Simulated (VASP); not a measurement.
# In3Cu (Pm-3m) in VASP: a series of runs

The runs below take In3Cu through single point, with PBE.

All numbers are computed with VASP 6.6.1; they aren't measurements. Logs are shortened: lines on timing, memory, paths and dates and some standing lists are left out, and cuts for length are marked.

### Step 1. The cell of the first run

Symmetry: Pm-3m, No. 221, cubic system. The conventional cell has a = 4.483 Å, b = 4.483 Å, c = 4.483 Å, α = 90.00°, β = 90.00°, γ = 90.00°. Within 4.2 Å of In (site symmetry 4/mmm) lie 8 In at 3.17 Å and 4 Cu at 3.17 Å. Within 4.2 Å of Cu (site symmetry m-3m) lie 12 In at 3.17 Å.

### Step 2. Single point, PBE

INCAR reads:

```
  PREC = Accurate
  ENCUT = 520
  EDIFF = 1E-6
  ISMEAR = 0
  SIGMA = 0.1
  LREAL = False
  LASPH = True
  NELM = 60
  ALGO = Fast
  ISIF = 2
  LWAVE = False
  LCHARG = False
  GGA = PE
  NBANDS = 33
```

KPOINTS reads:

```
regular mesh
0
Gamma
  4 4 4
```

POSCAR reads:

```
In3Cu
1.0
    4.4827671100      0.0000000000      0.0000000000
    0.0000000000      4.4827671100      0.0000000000
    0.0000000000      0.0000000000      4.4827671100
In Cu
3 1
Direct
    0.0000000000      0.5000000000      0.5000000000
    0.5000000000      0.0000000000      0.5000000000
    0.5000000000      0.5000000000      0.0000000000
    0.0000000000      0.0000000000      0.0000000000
```

Potentials or basis: VASP PAW PBE potentials, release 64 (In_d, Cu).

Launch:

```console
> cat potpaw_PBE.64/In_d/POTCAR potpaw_PBE.64/Cu/POTCAR > POTCAR
> mpirun -np 1 vasp_std > vasp.out
```

OUTCAR:

```text
PREC = Accurate
   ENCUT = 520
   EDIFF = 1E-6
   ISMEAR = 0
   LREAL = False
   LASPH = True
   NELM = 60
   ISIF = 2
   GGA = PE

 ion  position               nearest neighbor table
   1  0.000  0.500  0.500-   2 3.17   3 3.17   4 3.17   3 3.17   4 3.17   2 3.17   4 3.17   4 3.17
                             2 3.17   3 3.17   3 3.17   2 3.17
   2  0.500  0.000  0.500-   1 3.17   3 3.17   4 3.17   3 3.17   4 3.17   1 3.17   3 3.17   3 3.17
                             1 3.17   4 3.17   4 3.17   1 3.17
   3  0.500  0.500  0.000-   1 3.17   2 3.17   4 3.17   1 3.17   2 3.17   2 3.17   4 3.17   2 3.17
                             1 3.17   4 3.17   1 3.17   4 3.17
   4  0.000  0.000  0.000-   1 3.17   2 3.17   3 3.17   1 3.17   2 3.17   1 3.17   3 3.17   1 3.17
                             2 3.17   3 3.17   2 3.17   3 3.17

  LATTYP: Found a simple cubic cell.
 ALAT       =     4.4827671100

  Lattice vectors:

 A1 = (   4.4827671100,   0.0000000000,   0.0000000000)
 A2 = (   0.0000000000,   4.4827671100,   0.0000000000)
 A3 = (   0.0000000000,   0.0000000000,   4.4827671100)

Analysis of symmetry for initial positions (statically):
=====================================================================
 Subroutine PRICEL returns:
 Original cell was already a primitive cell.

 Routine SETGRP: Setting up the symmetry group for a
 simple cubic supercell.

 Subroutine GETGRP returns: Found 48 space group operations
 (whereof 48 operations were pure point group operations)
 out of a pool of 48 trial point group operations.

The static configuration has the point symmetry O_h .

Analysis of symmetry for dynamics (positions and initial velocities):
=====================================================================
 Subroutine PRICEL returns:
 Original cell was already a primitive cell.

 Routine SETGRP: Setting up the symmetry group for a
 simple cubic supercell.

 Subroutine GETGRP returns: Found 48 space group operations
 (whereof 48 operations were pure point group operations)
 out of a pool of 48 trial point group operations.

The dynamic configuration has the point symmetry O_h .

 Subroutine INISYM returns: Found 48 space group operations
 (whereof 48 operations are pure point group operations),
 and found     1 'primitive' translations

----------------------------------------------------------------------------------------

                                     Primitive cell

  volume of cell :      90.0821

  direct lattice vectors                    reciprocal lattice vectors
     4.482767110  0.000000000  0.000000000     0.223076501  0.000000000  0.000000000
     0.000000000  4.482767110  0.000000000     0.000000000  0.223076501  0.000000000
     0.000000000  0.000000000  4.482767110     0.000000000  0.000000000  0.223076501

  length of vectors
     4.482767110  4.482767110  4.482767110     0.223076501  0.223076501  0.223076501

  position of ions in fractional coordinates (direct lattice)
     0.000000000  0.500000000  0.500000000
     0.500000000  0.000000000  0.500000000
     0.500000000  0.500000000  0.000000000
     0.000000000  0.000000000  0.000000000

  ion indices of the primitive-cell ions
   primitive index   ion index
                 1           1
                 2           2
                 3           3
                 4           4

----------------------------------------------------------------------------------------

 KPOINTS: regular mesh

Automatic generation of k-mesh.
 Grid dimensions read from file:
 generate k-points for:    4    4    4

 Generating k-lattice:

  Cartesian coordinates                     Fractional coordinates (reciprocal lattice)
     0.055769125  0.000000000  0.000000000     0.250000000  0.000000000  0.000000000
     0.000000000  0.055769125  0.000000000     0.000000000  0.250000000  0.000000000
     0.000000000  0.000000000  0.055769125     0.000000000  0.000000000  0.250000000

  Length of vectors
     0.055769125  0.055769125  0.055769125

  Shift w.r.t. Gamma in fractional coordinates (k-lattice)
     0.000000000  0.000000000  0.000000000

 Subroutine IBZKPT returns following result:
 ===========================================

 Found     10 irreducible k-points:

 Following reciprocal coordinates:
            Coordinates               Weight
  0.000000  0.000000  0.000000      1.000000
  0.250000  0.000000  0.000000      6.000000
  0.500000  0.000000  0.000000      3.000000
  0.250000  0.250000  0.000000     12.000000
  0.500000  0.250000  0.000000     12.000000
  0.500000  0.500000  0.000000      3.000000
  0.250000  0.250000  0.250000      8.000000
  0.500000  0.250000  0.250000     12.000000
  0.500000  0.500000  0.250000      6.000000
  0.500000  0.500000  0.500000      1.000000
   k-points           NKPTS =     10   k-points in BZ     NKDIM =     10   number of bands    NBANDS=     33
   number of dos      NEDOS =    301   number of ions     NIONS =      4
   total plane-waves  NPLWV =  46656
   dimension x,y,z NGX =    36 NGY =   36 NGZ =   36
   dimension x,y,z NGXF=    72 NGYF=   72 NGZF=   72
   ions per type =               3   1
   NGX,Y,Z   is equivalent  to a cutoff of  13.35, 13.35, 13.35 a.u.
   NGXF,Y,Z  is equivalent  to a cutoff of  26.70, 26.70, 26.70 a.u.
 SYSTEM =  unknown system
   PREC   = accura    normal or accurate (medium, high low for compatibility)
   ISTART =      0    job   : 0-new  1-cont  2-samecut
   ICHARG =      2    charge: 1-file 2-atom 10-const
   ISPIN  =      1    spin polarized calculation?
   LNONCOLLINEAR =      F non collinear calculations
   LSORBIT =      F    spin-orbit coupling
   LASPH  =      T    aspherical Exc in radial PAW
   ENCUT  =  520.0 eV  38.22 Ry    6.18 a.u.   8.33  8.33  8.33*2*pi/ulx,y,z
   NELM   =     60;   NELMIN=  2; NELMDL= -5     # of ELM steps
   EDIFF  = 0.1E-05   stopping-criterion for ELM
   LREAL  =      F    real-space projection
   EDIFFG = 0.1E-04   stopping-criterion for IOM
   NSW    =      0    number of steps for IOM
   IBRION =     -1    ionic relax: 0-MD 1-quasi-New 2-CG
   NFREE  =      0    steps in history (QN), initial steepest desc. (CG)
   ISIF   =      2    stress and relaxation
   ISYM   =      2    0-nonsym 1-usesym 2-fastsym
   POTIM  = 0.5000    time-step for ionic-motion
   TEBEG  =    0.0;   TEEND  =   0.0 temperature during run
   PSTRESS=    0.0 pullay stress
   NELECT =      50.0000    total number of electrons
   NUPDOWN=      -1.0000    fix difference up-down
   EMIN   =  10.00;   EMAX   =-10.00  energy-range for DOS
   EFERMI =   0.00;   METHOD = LEGACY
   ISMEAR =     0;   SIGMA  =   0.10  broadening in eV -4-tet -1-fermi 0-gaus
   EFERMI_NEDOS =   21; number of points for ismear=-14 and -15
   IALGO  =     68    algorithm
   IMIX   =      4    mixing-type and parameters
     AMIX     =   0.40;   BMIX     =  1.00
     AMIX_MAG =   1.60;   BMIX_MAG =  1.00
  volume/ion in A,a.u.               =      22.52       151.98
  Fermi-wavevector in a.u.,A,eV,Ry     =   1.345402  2.542441 24.627986  1.810106
  Thomas-Fermi vector in A             =   2.473318
   LORBIT       =      0    0 simple, 1 ext, 2 COOP (PROOUT), +10 PAW based schemes
   GGA     = PE    functional components
   LHFCALC =     F    Hartree Fock is set to
   AEXX    =    0.0000 exact exchange contribution
   IVDW    =     0    specifies the selected vdW correction
   LEPSILON=     F    determine dielectric tensor
   LRPA    =     F    only Hartree local field effects (RPA)
 non-spin polarized calculation
 RMM-DIIS sequential band-by-band and
 Gauss-broadening in eV      SIGMA  =   0.10
  energy-cutoff  :      520.00
  volume of cell :       90.08
 maximum number of plane-waves:      2469
 NGX is ok and might be reduce to    36
   NGX = 17   NGY = 17   NGZ = 17

 number of electron      50.0000054 magnetization

 Free energy of the ion-electron system (eV)
  ---------------------------------------------------
  ext. energy  EPLUGINS =         0.00000000
  ---------------------------------------------------
  free energy    TOTEN  =       -10.74287799 eV

  energy without entropy =      -10.73931087  energy(sigma->0) =      -10.74109443

 E-fermi :   7.8401     XC(G=0): -10.6185

 val. band max:        7.2025368643   @ k =   0.5000   0.5000   0.2500
 cond. band min:       7.9110730017   @ k =   0.2500   0.0000   0.0000
 fundamental gap:      0.7085361374
 Fermi energy:         7.8400594899

 k-point     1 :       0.0000    0.0000    0.0000
  band No.  band energies     occupation
      1      -7.3661      2.00000
      2      -7.3460      2.00000
      3      -7.3460      2.00000
      4      -7.3460      2.00000
      5      -7.1136      2.00000
      6      -7.1136      2.00000
[... 25 lines left out ...]
     32      13.2397      0.00000
     33      13.2397      0.00000

 k-point     2 :       0.2500    0.0000    0.0000
  band No.  band energies     occupation
      1      -7.3304      2.00000
      2      -7.2924      2.00000
      3      -7.2551      2.00000
      4      -7.2551      2.00000
      5      -7.0993      2.00000
      6      -7.0512      2.00000
[... 25 lines left out ...]
     32      13.6051      0.00000
     33      13.6051      0.00000

 k-point     3 :       0.5000    0.0000    0.0000
  band No.  band energies     occupation
      1      -7.3136      2.00000
      2      -7.1888      2.00000
      3      -7.0723      2.00000
      4      -7.0527      2.00000
      5      -7.0527      2.00000
      6      -6.9917      2.00000
[... 25 lines left out ...]
     32      14.9838      0.00000
     33      15.9860      0.00000

 k-point     4 :       0.2500    0.2500    0.0000
  band No.  band energies     occupation
      1      -7.2690      2.00000
      2      -7.2588      2.00000
      3      -7.2136      2.00000
      4      -7.1833      2.00000
      5      -7.0694      2.00000
      6      -7.0054      2.00000
[... 169 lines left out ...]
     32      14.1410      0.00000
     33      16.8782      0.00000

 k-point     9 :       0.5000    0.5000    0.2500
  band No.  band energies     occupation
      1      -7.1815      2.00000
      2      -7.1815      2.00000
      3      -7.1755      2.00000
      4      -7.1177      2.00000
      5      -7.0910      2.00000
      6      -7.0910      2.00000
[... 25 lines left out ...]
     32      15.6705      0.00000
     33      17.1237      0.00000

 k-point    10 :       0.5000    0.5000    0.5000
  band No.  band energies     occupation
      1      -7.2197      2.00000
      2      -7.2197      2.00000
      3      -7.2197      2.00000
      4      -7.1685      2.00000
      5      -7.1152      2.00000
      6      -7.1152      2.00000
[... 25 lines left out ...]
     32      17.9778      0.00000
     33      18.1547      0.00000

------------------------ aborting loop because EDIFF is reached ----------------------------------------

  FORCE on cell =-STRESS in cart. coord.  units (eV):
  Direction    XX          YY          ZZ          XY          YZ          ZX
  --------------------------------------------------------------------------------------
  -------------------------------------------------------------------------------------
  Total        0.6345164      0.6345164      0.6345164      0.0000000      0.0000000     -0.0000000
  in kB       11.2853471     11.2853471     11.2853471      0.0000000      0.0000000     -0.0000000
  external PRESSURE =      11.2853471 kB  Pullay stress =       0.0000000 kB

 VOLUME and BASIS-vectors are now :
 -----------------------------------------------------------------------------
  energy-cutoff  :      520.00
  volume of cell :       90.08
      direct lattice vectors                 reciprocal lattice vectors
     4.482767110  0.000000000  0.000000000     0.223076501  0.000000000  0.000000000
     0.000000000  4.482767110  0.000000000     0.000000000  0.223076501  0.000000000
     0.000000000  0.000000000  4.482767110     0.000000000  0.000000000  0.223076501

 POSITION                                       TOTAL-FORCE (eV/Angst)
 -----------------------------------------------------------------------------------
      0.00000      2.24138      2.24138         0.000000      0.000000      0.000000
      2.24138      0.00000      2.24138         0.000000      0.000000      0.000000
      2.24138      2.24138      0.00000         0.000000      0.000000      0.000000
      0.00000      0.00000      0.00000         0.000000      0.000000      0.000000
 -----------------------------------------------------------------------------------
    total drift:                                0.000000      0.000000      0.000000

  FREE ENERGIE OF THE ION-ELECTRON SYSTEM (eV)
  ---------------------------------------------------
  free  energy   TOTEN  =       -10.7428779871 eV

  energy  without entropy=      -10.7393108722  energy(sigma->0) =      -10.74109443
```

It took 17 s on 1 thread of Intel Xeon 6975P-C (Granite Rapids), shared host; peak memory 0.21 GiB.

Results:

| Quantity | Value |
| --- | --- |
| Free energy | -10.7429 eV |
| Pressure | 1.1 GPa |
| Band gap on the k mesh | zero (band 25 reaches 9.83 eV, above the bottom of band 26 at 5.68 eV) |

Caveat: spin-orbit coupling is left out, which moves the levels of the heavy elements.

### Step 3. Single point, PBE

This run uses another cell than the first one, of 22.75 Å³/atom, 1.010 times its volume.

INCAR reads:

```
  PREC = Accurate
  ENCUT = 520
  EDIFF = 1E-6
  ISMEAR = 0
  SIGMA = 0.1
  LREAL = F
  LASPH = T
  NELM = 100
  ALGO = Fast
  ISIF = 2
  LWAVE = F
  LCHARG = F
  GGA = PE
  NBANDS = 33
```

KPOINTS reads:

```
regular mesh
0
Gamma
  10 10 10
```

POSCAR reads:

```
In3Cu
1.0
    4.4976159286      0.0000000000      0.0000000000
    0.0000000000      4.4976159286      0.0000000000
    0.0000000000      0.0000000000      4.4976159286
In Cu
3 1
Direct
    0.0000000000      0.5000000000      0.5000000000
    0.5000000000      0.0000000000      0.5000000000
    0.5000000000      0.5000000000      0.0000000000
    0.0000000000      0.0000000000      0.0000000000
```

Potentials or basis: VASP PAW PBE potentials, release 64 (In_d, Cu).

Launch:

```console
> cat potpaw_PBE.64/In_d/POTCAR potpaw_PBE.64/Cu/POTCAR > POTCAR
> mpirun -np 1 vasp_std > vasp.out
```

Wall time 1.8 min (1 thread of Intel Xeon 6975P-C (Granite Rapids), shared host); peak memory 0.3 GiB.

The run converged. Its results:

```yaml
Free_energy: -10.7346 eV
Pressure: 0.0 GPa
Band_gap_on_the_k_mesh: zero (band 25 reaches 9.69 eV, above the bottom of band 26 at 5.59 eV)
```

Levels at points of the mesh, in eV from the Fermi level:
| k point | band 22 | band 23 | band 24 | band 25 | band 26 | band 27 | band 28 | band 29 |
| --- | --- | --- | --- | --- | --- | --- | --- | --- |
| (0.00, 0.00, 0.00) | -1.77 | -1.77 | -1.77 | -0.72 | -0.72 | 0.57 | 5.06 | 5.06 |
| (0.50, 0.00, 0.00) | -2.36 | -0.70 | 0.49 | 0.49 | 0.99 | 1.15 | 1.15 | 2.31 |
| (0.50, 0.50, 0.00) | -2.35 | -2.27 | -2.16 | 2.25 | 2.31 | 2.92 | 2.92 | 2.99 |
| (0.50, 0.50, 0.50) | -2.81 | -2.32 | -2.32 | -1.84 | -1.84 | -1.84 | -1.15 | 9.67 |

Caveat: spin-orbit coupling is left out, which moves the levels of the heavy elements.
